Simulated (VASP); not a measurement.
Here is a VASP 6.6.1 calculation.

INCAR

```
  PREC = Accurate
  ENCUT = 500
  EDIFF = 1E-7
  ISMEAR = 0
  SIGMA = 0.05
  LREAL = False
  LASPH = True
  NELM = 120
  ALGO = Normal
  ISIF = 3
  LWAVE = False
  LCHARG = False
  GGA = PE
  IBRION = 2
  NSW = 80
  EDIFFG = -0.01
  PSTRESS = 400.0
  GGA_COMPAT = False
  NELMIN = 4
```

Contents of KPOINTS:

```
Automatic mesh
0
Gamma
  12 12 12
```

Contents of POSCAR:

```
Sc
1.0
    0.0000000000      3.1900000000      3.1900000000
    3.1900000000      0.0000000000      3.1900000000
    3.1900000000      3.1900000000      0.0000000000
Sc
2
Direct
    1.0000000000      1.0000000000      1.0000000000
    0.2500000000      0.2500000000      0.2500000000
```

Potentials or basis: VASP PAW PBE potentials, release 64 (Sc_sv).

The run is started by

```sh
$ cat potpaw_PBE.64/Sc_sv/POTCAR > POTCAR
$ mpirun -np 1 vasp_std > vasp.out
```

(1) Predict the band gap on the k mesh.

(2) Predict the space group after relaxing (to 0.1 Å).

(3) What does it give for the relaxed cell?

Results:

(1) zero (bands 11 and 12 overlap by 1.29 eV).

(2) Fd-3m (No. 227).

(3) a = 3.477 Å, b = 3.477 Å, c = 3.477 Å, α = 60.00°, β = 60.00°, γ = 60.00°.

Caveat: the cell is relaxed towards a set pressure, so the run minimises the enthalpy, not the energy.
